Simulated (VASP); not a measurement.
# SiC (zinc blende) (F-43m) in VASP: further runs, part 2 of 2

VASP 6.6.1.

### Step 3. Single point, LDA (volume scaled by 0.84)

File INCAR:

```
  PREC = Accurate
  ENCUT = 600
  EDIFF = 1E-6
  ISMEAR = 0
  SIGMA = 0.01
  LREAL = F
  LASPH = T
  NELM = 120
  ALGO = Normal
  ISIF = 2
  LWAVE = F
  LCHARG = F
  NBANDS = 11
  GGA_COMPAT = F
```

File KPOINTS:

```
regular mesh
0
Gamma
  10 10 10
```

File POSCAR:

```
SiC
1.0
    0.0000000000      2.0569145754      2.0569145754
    2.0569145754      0.0000000000      2.0569145754
    2.0569145754      2.0569145754      0.0000000000
Si C
1 1
Direct
    0.0000000000      0.0000000000      0.0000000000
    0.2500000000      0.2500000000      0.2500000000
```

Potentials or basis: VASP PAW LDA potentials, release 64 (Si, C).

Started as:

```sh
$ cat potpaw_LDA.64/Si/POTCAR potpaw_LDA.64/C/POTCAR > POTCAR
$ mpirun -np 1 vasp_std > vasp.out
```

OUTCAR:

```text
PREC = Accurate
   ENCUT = 600
   EDIFF = 1E-6
   ISMEAR = 0
   LREAL = F
   LASPH = T
   NELM = 120
   ISIF = 2

 ion  position               nearest neighbor table
   1  0.000  0.000  0.000-   2 1.78   2 1.78   2 1.78   2 1.78
   2  0.250  0.250  0.250-   1 1.78   1 1.78   1 1.78   1 1.78

  LATTYP: Found a face centered cubic cell.
 ALAT       =     4.1138291508

  Lattice vectors:

 A1 = (   0.0000000000,   2.0569145754,   2.0569145754)
 A2 = (   2.0569145754,   0.0000000000,   2.0569145754)
 A3 = (   2.0569145754,   2.0569145754,   0.0000000000)

Analysis of symmetry for initial positions (statically):
=====================================================================
 Subroutine PRICEL returns:
 Original cell was already a primitive cell.

 Routine SETGRP: Setting up the symmetry group for a
 face centered cubic supercell.

 Subroutine GETGRP returns: Found 24 space group operations
 (whereof 24 operations were pure point group operations)
 out of a pool of 48 trial point group operations.

The static configuration has the point symmetry T_d .

Analysis of symmetry for dynamics (positions and initial velocities):
[... 163 lines left out ...]
 fundamental gap:      1.1393422012
 Fermi energy:        10.1954303038

 k-point     1 :       0.0000    0.0000    0.0000
  band No.  band energies     occupation
      1      -6.5793      2.00000
      2      10.1488      2.00000
      3      10.1488      2.00000
      4      10.1488      2.00000
      5      18.5210      0.00000
      6      18.6415      0.00000
      7      18.6415      0.00000
      8      18.6415      0.00000
      9      25.6687      0.00000
     10      25.6687      0.00000
     11      28.7491      0.00000
[... 309 lines left out ...]
 k-point    24 :       0.4000    0.3000    0.0000
  band No.  band energies     occupation
      1      -2.9430      2.00000
      2       4.4070      2.00000
      3       6.6456      2.00000
      4       7.2532      2.00000
      5      13.0748      0.00000
      6      16.4118      0.00000
      7      23.6063      0.00000
      8      23.6332      0.00000
      9      25.9386      0.00000
     10      29.7926      0.00000
     11      33.8828      0.00000

 [... further k-points ...]
[... 5 lines left out ...]
  --------------------------------------------------------------------------------------
  -------------------------------------------------------------------------------------
  Total        5.1358703      5.1358703      5.1358703     -0.0000000     -0.0000000      0.0000000
  in kB      472.7655964    472.7655964    472.7655964     -0.0000000     -0.0000000      0.0000000
  external PRESSURE =     472.7655964 kB  Pullay stress =       0.0000000 kB

 VOLUME and BASIS-vectors are now :
 -----------------------------------------------------------------------------
  energy-cutoff  :      600.00
  volume of cell :       17.41
      direct lattice vectors                 reciprocal lattice vectors
     0.000000000  2.056914575  2.056914575    -0.243082530  0.243082530  0.243082530
     2.056914575  0.000000000  2.056914575     0.243082530 -0.243082530  0.243082530
     2.056914575  2.056914575  0.000000000     0.243082530  0.243082530 -0.243082530

 POSITION                                       TOTAL-FORCE (eV/Angst)
 -----------------------------------------------------------------------------------
      0.00000      0.00000      0.00000         0.000000     -0.000000      0.000000
      1.02846      1.02846      1.02846        -0.000000      0.000000     -0.000000
 -----------------------------------------------------------------------------------
    total drift:                                0.000000      0.000000      0.000000

  FREE ENERGIE OF THE ION-ELECTRON SYSTEM (eV)
  ---------------------------------------------------
  free  energy   TOTEN  =       -16.2624610313 eV

  energy  without entropy=      -16.2624610313  energy(sigma->0) =      -16.26246103
```

stdout:

```text
POSCAR found type information on POSCAR SiC
 POSCAR found :  2 types and       2 ions
 scaLAPACK will be used
 LDA part: xc-table for (Slater(with rela. corr.)+CA(PZ))
 , standard interpolation
 POSCAR, INCAR and KPOINTS ok, starting setup
 FFT: planning ... GRIDC
 FFT: planning ... GRID_SOFT
 FFT: planning ... GRID
 WAVECAR not read
 entering main loop
```

It took 10 s on 1 thread of Intel Xeon 8259CL, shared host; peak memory 0.12 GiB.

What came out:

| Property | Result |
| --- | --- |
| Free energy | -16.2625 eV |
| Pressure | 47.3 GPa |
| Band gap on the k mesh | 1.14 eV, indirect (least direct gap 4.66 eV) |

Levels at points of the mesh, in eV from the valence-band top:
| k point | band 1 | band 2 | band 3 | band 4 | band 5 | band 6 | band 7 | band 8 |
| --- | --- | --- | --- | --- | --- | --- | --- | --- |
| (0.00, 0.00, 0.00) | -16.73 | 0.00 | 0.00 | 0.00 | 8.37 | 8.49 | 8.49 | 8.49 |
| (0.50, 0.00, 0.00) | -12.42 | -9.56 | -1.08 | -1.08 | 7.03 | 7.86 | 7.86 | 10.91 |
| (0.50, 0.50, 0.00) | -10.76 | -8.41 | -3.52 | -3.52 | 1.14 | 4.85 | 15.91 | 15.91 |

Caveat: the cell differs from its parent crystal (volume scaled by 0.84). A k mesh can miss the band edges.

### Step 4. Single point, LDA (volume scaled by 0.92)

File INCAR:

```
SYSTEM = SiC
ALGO = Normal
EDIFF = 1E-6
ENCUT = 600
GGA = CA
GGA_COMPAT = .FALSE.
ISIF = 2
ISMEAR = 0
LASPH = .TRUE.
LCHARG = .TRUE.
LELF = .TRUE.
LREAL = .FALSE.
LVHAR = .TRUE.
LWAVE = .FALSE.
NBANDS = 11
NELM = 120
PREC = Accurate
SIGMA = 0.01
```

File KPOINTS:

```
k-points
0
G
  10 10 10
  0 0 0
```

File POSCAR:

```
SiC
1.0
    0.0000000000      2.1202436412      2.1202436412
    2.1202436412      0.0000000000      2.1202436412
    2.1202436412      2.1202436412      0.0000000000
Si C
1 1
Direct
    0.0000000000      0.0000000000      0.0000000000
    0.2500000000      0.2500000000      0.2500000000
```

Started as:

```sh
$ cat potpaw_LDA.64/Si/POTCAR potpaw_LDA.64/C/POTCAR > POTCAR
$ mpirun -np 1 vasp_std > vasp.out
```

It took 14 s on 1 thread of Intel Xeon 8259CL, shared host; peak memory 0.12 GiB.

Results (log left out):

```yaml
Free_energy: -16.5831 eV
Pressure: 16.3 GPa
Band_gap_on_the_k_mesh: 1.23 eV, indirect (least direct gap 4.58 eV)
```

Levels at points of the mesh, in eV from the valence-band top:
```csv
k point,band 2,band 3,band 4,band 5,band 6,band 7
"(0.00, 0.00, 0.00)",0.00,0.00,0.00,7.27,7.78,7.78
"(0.50, 0.00, 0.00)",-9.02,-1.07,-1.07,6.15,7.47,7.47
"(0.50, 0.50, 0.00)",-8.08,-3.35,-3.35,1.23,4.49,14.79
```

Caveat: the cell differs from its parent crystal (volume scaled by 0.92). A k mesh can miss the band edges.

### Step 5. Single point, LDA

This run uses another cell than the first one, of 10.36 Å³/atom, 1.136 times its volume.

File INCAR:

```
SYSTEM = SiC
ALGO = Normal
EDIFF = 1E-6
ENCUT = 600
GGA = CA
GGA_COMPAT = .False.
ISIF = 2
ISMEAR = 0
LASPH = .True.
LCHARG = .False.
LREAL = .False.
LWAVE = .False.
NBANDS = 11
NELM = 120
PREC = Accurate
SIGMA = 0.01
```

File KPOINTS:

```
k-points
0
Gamma
  10 10 10
  0 0 0
```

File POSCAR:

```
SiC
1.0
    0.0000000000      2.1800000000      2.1800000000
    2.1800000000      0.0000000000      2.1800000000
    2.1800000000      2.1800000000      0.0000000000
Si C
1 1
Direct
    0.0000000000      0.0000000000      0.0000000000
    0.2500000000      0.2500000000      0.2500000000
```

Started as:

```sh
$ cat potpaw_LDA.64/Si/POTCAR potpaw_LDA.64/C/POTCAR > POTCAR
$ mpirun -np 1 vasp_std > vasp.out
```

It took 26 s on 1 thread of Intel Xeon 8259CL, shared host; peak memory 0.14 GiB.

The run converged. Its results:

```yaml
Free_energy: -16.6392 eV
Pressure: -4.5 GPa
Band_gap_on_the_k_mesh: 1.31 eV, indirect (least direct gap 4.50 eV)
```

Levels at points of the mesh, in eV from the valence-band top:
```csv
k point,band 2,band 3,band 4,band 5,band 6,band 7
"(0.00, 0.00, 0.00)",0.00,0.00,0.00,6.28,7.18,7.18
"(0.50, 0.00, 0.00)",-8.55,-1.05,-1.05,5.38,7.12,7.12
"(0.50, 0.50, 0.00)",-7.81,-3.19,-3.19,1.31,4.18,13.81
```

A k mesh can miss the band edges. LDA gaps usually lie below the measured ones, often by a third to a half.

### Step 6. Single point, LDA (volume scaled by 0.96)

File INCAR:

```
PREC     = Accurate       # precision mode
ENCUT    = 600            # plane-wave cutoff, eV
EDIFF    = 1E-6           # SCF threshold, eV
ISMEAR   = 0              # smearing method
SIGMA    = 0.01           # smearing width, eV
LREAL    = False          # projectors in reciprocal space
LASPH    = True           # aspherical terms in the spheres
NELM     = 120            # most SCF steps
ALGO     = Normal         # electronic algorithm
ISIF     = 2              # what is computed and relaxed
LWAVE    = False          # write WAVECAR
LCHARG   = False          # write CHGCAR
NBANDS   = 11             # bands
GGA_COMPAT= False
```

File KPOINTS:

```
regular mesh
0
Gamma
  10 10 10
```

File POSCAR:

```
SiC
1.0
    0.0000000000      2.1505369288      2.1505369288
    2.1505369288      0.0000000000      2.1505369288
    2.1505369288      2.1505369288      0.0000000000
Si C
1 1
Direct
    0.0000000000      0.0000000000      0.0000000000
    0.2500000000      0.2500000000      0.2500000000
```

Potentials or basis: VASP PAW LDA potentials, release 64 (Si, C).

Started as:

```sh
$ cat potpaw_LDA.64/Si/POTCAR potpaw_LDA.64/C/POTCAR > POTCAR
$ mpirun -np 1 vasp_std > vasp.out
```

It took 12 s on 1 thread of Intel Xeon 8259CL, shared host; peak memory 0.13 GiB.

It converged, with:

```
Free energy            : -16.6380 eV
Pressure               : 4.9 GPa
Band gap on the k mesh : 1.27 eV, indirect (least direct gap 4.54 eV)
```

Levels at points of the mesh, in eV from the valence-band top:
```csv
k point,band 2,band 3,band 4,band 5,band 6,band 7
"(0.00, 0.00, 0.00)",0.00,0.00,0.00,6.76,7.47,7.47
"(0.50, 0.00, 0.00)",-8.78,-1.06,-1.06,5.75,7.29,7.29
"(0.50, 0.50, 0.00)",-7.94,-3.27,-3.27,1.27,4.33,14.29
```

Caveat: the cell differs from its parent crystal (volume scaled by 0.96).

### Step 7. The runs side by side

| cell | gap on the mesh (eV) | pressure (GPa) |
| --- | --- | --- |
| a = 2.954 Å, angles 60.0°, 2 atoms | 1.19 | 30.2 |
| a = 2.909 Å, angles 60.0°, 2 atoms | 1.14 | 47.3 |
| a = 2.998 Å, angles 60.0°, 2 atoms | 1.23 | 16.3 |
| a = 3.083 Å, angles 60.0°, 2 atoms | 1.31 | -4.5 |
| a = 3.041 Å, angles 60.0°, 2 atoms | 1.27 | 4.9 |

Alike in all rows: task single point; level LDA; potentials or basis VASP PAW LDA potentials, release 64 (Si, C); no spin polarisation; k mesh 10 × 10 × 10; cutoff (eV) 600; smearing gaussian 0.01 eV.

Total energies depend on the potentials used, so only differences within one code and one set of settings carry meaning.
